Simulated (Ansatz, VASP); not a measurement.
# Ga: VASP beside Ansatz

```
CELL_PARAMETERS angstrom
0.00000 2.88030 2.88030
2.88030 0.00000 2.88030
2.88030 2.88030 0.00000
ATOMIC_POSITIONS crystal
Ga 0.87500 0.87500 0.87500
Ga 0.12500 0.12500 0.12500
```

Alike in both runs: task single point; functional RPBE; k mesh 13 × 13 × 13; occupations fermi-dirac, width 0.08 eV; no spin polarisation.

|  | VASP | Ansatz |
| --- | --- | --- |
| version | VASP 6.6.1 | Ansatz 0.2.0 |
| potentials or method | VASP PAW PBE potentials, release 64 (Ga_d) | PAW with Ansatz's default frozen-core files, scalar-relativistic |
| plane-wave cutoff (eV) | 500 | 420 |
| valence electrons in the cell | 26 | 26 |

VASP gave:

```
gap on the k mesh at the Fermi level (eV) : none
pressure (GPa)                            : 4.5
```

Question: What did Ansatz give for the same quantities?

Answer: gap on the k mesh at the Fermi level (eV): none; pressure (GPa): 4.3.

VASP's potentials were made for PBE, not for RPBE. A gap of «none» marks a metal or a gap that the smearing closes. The functional is the same, so the differences come from potentials, cutoffs and numerics.
